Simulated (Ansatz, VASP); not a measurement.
## Fe: VASP beside Ansatz

```
Fe
1.0
     0.00000    2.33610    2.33610
     2.33610    0.00000    2.33610
     2.33610    2.33610    0.00000
Fe
2
Direct
  0.12500 0.12500 0.12500
  0.87500 0.87500 0.87500
```

Alike in both runs: task single point; functional PBE; k mesh 13 × 13 × 13; occupations fermi-dirac, width 0.1 eV; no spin polarisation.

|  | VASP | Ansatz |
| --- | --- | --- |
| version | VASP 6.6.1 | Ansatz 0.2.0 |
| potentials or method | VASP PAW PBE potentials, release 64 (Fe), cutoff 520 eV | plane waves (420 eV) with PAW, scalar-relativistic |
| valence electrons in the cell | 16 | 32 |

VASP gave:

* pressure (GPa): 23.0

Q: Which values does Ansatz return?

A: Pressure (GPa): 26.3.

VASP's potentials hold 16 valence electrons a cell and Ansatz's 32, so a difference there can come from the potentials and not from the codes.
